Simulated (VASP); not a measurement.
Here is a VASP 6.6.1 calculation.

Contents of INCAR:

```
SYSTEM = As
PREC = Accurate
ENCUT = 500
EDIFF = 1E-6
ISMEAR = 0
SIGMA = 0.01
LREAL = .FALSE.
LASPH = .TRUE.
NELM = 120
ALGO = Normal
ISIF = 2
LWAVE = .FALSE.
LCHARG = .TRUE.
GGA = CA
LELF = .TRUE.
LVHAR = .TRUE.
NBANDS = 12
GGA_COMPAT = .FALSE.
```

The input KPOINTS:

```
regular mesh
0
G
  10 10 10
  0 0 0
```

Contents of POSCAR:

```
As
1.0
    1.8799878575      1.0854114956      3.3276505507
   -1.8799878575      1.0854114956      3.3276505507
    0.0000000000     -2.1708229912      3.3276505507
As
2
Direct
    0.7695128170      0.7695128170      0.7695128170
    0.2304871830      0.2304871830      0.2304871830
```

Potentials or basis: VASP PAW LDA potentials, release 64 (As).

The run is started by

```bash
$ cat potpaw_LDA.64/As/POTCAR > POTCAR
$ mpirun -np 1 vasp_std > vasp.out
```

(1) Estimate the pressure.

(2) Predict the band gap on the k mesh.

## Answers

(1) 0.5 GPa.

(2) zero (band 5 reaches 5.96 eV, above the bottom of band 6 at 5.74 eV).
